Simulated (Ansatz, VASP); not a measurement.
# BaTlBr3 in VASP and in Ansatz

File POSCAR:

```
BaTlBr3
1.0
    6.2293863475      0.0000000000      0.0000000000
    0.0000000000      6.2293863475      0.0000000000
    0.0000000000      0.0000000000      6.2293863475
Tl Ba Br
1 1 3
Direct
    0.0000000000      0.0000000000      0.0000000000
    0.5000000000      0.5000000000      0.5000000000
    0.5000000000      0.5000000000      0.0000000000
    0.5000000000      0.0000000000      0.5000000000
    0.0000000000      0.5000000000      0.5000000000
```

Contents of INCAR.step1:

```
PREC = Accurate
ENCUT = 520
ISMEAR = 0
SIGMA = 0.01
LREAL = F
LASPH = T
NELM = 60
NBANDS = 30
GGA = PE
ALGO = Normal
EDIFF = 1E-4
LWAVE = T
LCHARG = F
```

INCAR.step2

```
PREC = Accurate
ENCUT = 520
EDIFF = 1E-7
ISMEAR = 0
SIGMA = 0.01
LREAL = F
LASPH = T
NELM = 60
ALGO = Normal
ISIF = 2
LWAVE = F
LCHARG = F
METAGGA = R2SCAN
LMIXTAU = T
NBANDS = 30
ISTART = 1
```

File KPOINTS:

```
regular mesh
0
Gamma
  4 4 4
```

Input for Ansatz:

```yaml
crystal:
  lattice:
    - [6.2293863475, 0.0, 0.0]
    - [0.0, 6.2293863475, 0.0]
    - [0.0, 0.0, 6.2293863475]
  atoms:
    - { symbol: Tl, position: [0.0, 0.0, 0.0] }
    - { symbol: Ba, position: [0.5, 0.5, 0.5] }
    - { symbol: Br, position: [0.5, 0.5, 0.0] }
    - { symbol: Br, position: [0.5, 0.0, 0.5] }
    - { symbol: Br, position: [0.0, 0.5, 0.5] }
kpoints:
  mp_grid: { grid: [4, 4, 4] }
  band_path:
    path:
      - [0.0, 0.0, 0.0]
      - [0.0, 0.5, 0.0]
      - [0.5, 0.5, 0.0]
      - [0.5, 0.5, 0.5]
      - [0.0, 0.0, 0.5]
    npoints: 1
hamiltonian:
  xc: r2scan
scf:
  occupations: { method: fixed }
  n_extra_bands: 5
output:
  forces: true
  stress: true
  eigenvalues: true
```

Alike in both runs: task single point; functional r2SCAN; k mesh 4 × 4 × 4; no spin polarisation.

|  | VASP | Ansatz |
| --- | --- | --- |
| version | VASP 6.6.1 | Ansatz 0.2.0 |
| potentials or method | VASP PAW PBE potentials, release 64 (Tl_d, Ba_sv, Br) | plane waves, PAW |
| plane-wave cutoff (eV) | 520 | 500 |
| occupations | gaussian, width 0.01 eV | fixed |
| valence electrons in the cell | 44 | 44 |

VASP gave:

```
gap on the k mesh at the Fermi level (eV) : 3.43
pressure (GPa)                            : 0.2
```

Question: Which values does Ansatz return?

Answer: gap on the k mesh at the Fermi level (eV): 3.44; pressure (GPa): 0.0.

VASP's potentials were made for PBE, not for r2SCAN.

Neither program's run includes spin-orbit coupling.
